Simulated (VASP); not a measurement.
A run of VASP 6.6.1 is set up as follows.

Contents of INCAR:

```
ALGO     = Normal         # electronic algorithm
EDIFF    = 1E-7           # SCF threshold, eV
ENCUT    = 520            # plane-wave cutoff, eV
GGA      = PS             # functional
ISIF     = 2              # what is computed and relaxed
ISMEAR   = 0              # smearing method
ISPIN    = 2              # spin polarisation
LASPH    = T              # aspherical terms in the spheres
LCHARG   = F              # write CHGCAR
LDAU     = T              # DFT+U
LDAUJ    = 0 0          
LDAUL    = 2 -1           # shell
LDAUPRINT= 1            
LDAUTYPE = 2            
LDAUU    = 6 0            # U, eV
LMAXMIX  = 4              # l up to which the mixer works
LORBIT   = 11             # projections on sites
LREAL    = F              # projectors in reciprocal space
LWAVE    = F              # write WAVECAR
MAGMOM   = 0 0 0 0        # initial moments
NBANDS   = 28             # bands
NELM     = 150            # most SCF steps
PREC     = Accurate       # precision mode
SIGMA    = 0.05           # smearing width, eV
```

File KPOINTS:

```
k-points
0
Gamma
  7 7 4
```

POSCAR

```
TaN
1.0
    3.0500020400      0.0000000000      0.0000000000
   -1.5250010200      2.6413792500      0.0000000000
    0.0000000000      0.0000000000      4.9400015300
Ta N
2 2
Direct
    0.3333333333      0.6666666667      0.0000000000
    0.6666666667      0.3333333333      0.5000000000
    0.3333333333      0.6666666667      0.3850000000
    0.6666666667      0.3333333333      0.8850000000
```

Potentials or basis: VASP PAW PBE potentials, release 64 (Ta_pv, N).

Launch:

```console
$ cat potpaw_PBE.64/Ta_pv/POTCAR potpaw_PBE.64/N/POTCAR > POTCAR
$ mpirun -np 1 vasp_std > vasp.out
```

Problem. Estimate the pressure.

Solution. 154.9 GPa.

Problem. Predict the largest force.

Solution. 2.415 eV/Å.

Problem. Predict the band gap on the k mesh.

Solution. Zero (filled and empty bands overlap).

Forces in eV/Å, atoms in the order of the input:
```
Ta   0.000  0.000  2.415
Ta   0.000  0.000  2.415
N    0.000  0.000 -2.415
N    0.000  0.000 -2.415
```

Caveat: the PAW data sets were made with another functional, which shifts forces and pressure a little; spin-orbit coupling is left out, which moves the levels of the heavy elements.
